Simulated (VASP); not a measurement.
Here is a VASP 6.6.1 calculation.

Contents of POSCAR:

```
SnO2
1.0
    4.7514544403      0.0000000000      0.0000000000
    0.0000000000      4.7358326481      0.0000000000
    0.0000000000      0.0000000000      3.1954139382
Sn O
2 4
Direct
    0.5000000000      0.5000000000      0.5000000000
    0.0000000000      0.0000000000      0.0000000000
    0.3045901375      0.3064071918      0.0000000000
    0.8045901375      0.1935928082      0.5000000000
    0.1954098625      0.8064071918      0.5000000000
    0.6954098625      0.6935928082      0.0000000000
```

The input INCAR.step1:

```
ALGO     = Normal         # electronic algorithm
EDIFF    = 1E-5           # SCF threshold, eV
ENCUT    = 660            # plane-wave cutoff, eV
GGA      = PE             # functional
GGA_COMPAT= F            
ISMEAR   = 0              # smearing method
LASPH    = T              # aspherical terms in the spheres
LCHARG   = F              # write CHGCAR
LREAL    = F              # projectors in reciprocal space
LWAVE    = T              # write WAVECAR
NBANDS   = 35             # bands
NELM     = 120            # most SCF steps
PREC     = Accurate       # precision mode
SIGMA    = 0.1            # smearing width, eV
```

INCAR.step2

```
ALGO     = Normal         # electronic algorithm
BPARAM   = 11.95        
CPARAM   = 0.0093       
EDIFF    = 1E-6           # SCF threshold, eV
ENCUT    = 660            # plane-wave cutoff, eV
GGA_COMPAT= F            
ISIF     = 2              # what is computed and relaxed
ISMEAR   = 0              # smearing method
ISTART   = 1            
IVDW_NL  = 2            
LASPH    = T              # aspherical terms in the spheres
LCHARG   = F              # write CHGCAR
LMIXTAU  = T            
LREAL    = F              # projectors in reciprocal space
LUSE_VDW = T            
LWAVE    = F              # write WAVECAR
METAGGA  = R2SCAN         # meta-GGA
NBANDS   = 35             # bands
NELM     = 120            # most SCF steps
PREC     = Accurate       # precision mode
SIGMA    = 0.1            # smearing width, eV
```

File KPOINTS:

```
k-points
0
Gamma
  4 4 6
```

Potentials or basis: VASP PAW PBE potentials, release 64 (Sn_d, O).

Command:

```bash
$ cat potpaw_PBE.64/Sn_d/POTCAR potpaw_PBE.64/O/POTCAR > POTCAR
$ cp INCAR.step1 INCAR
$ mpirun -np 1 vasp_std > vasp.out
$ cp INCAR.step2 INCAR
$ mpirun -np 1 vasp_std > vasp.out
```

Problem. Predict the largest force.

Solution. 0.010 eV/Å.

Problem. What does it give for the pressure?

Solution. 1.3 GPa.

Problem. Predict the band gap on the k mesh.

Solution. 1.86 eV.

Forces in eV/Å, atoms in the order of the input:
```
Sn   0.000  0.000  0.000
Sn   0.000  0.000  0.000
O    0.010  0.001  0.000
O    0.010 -0.001  0.000
O   -0.010  0.001  0.000
O   -0.010 -0.001  0.000
```

Caveat: the PAW data sets were made with another functional, which shifts forces and pressure a little; spin-orbit coupling is left out, which moves the levels of the heavy elements.
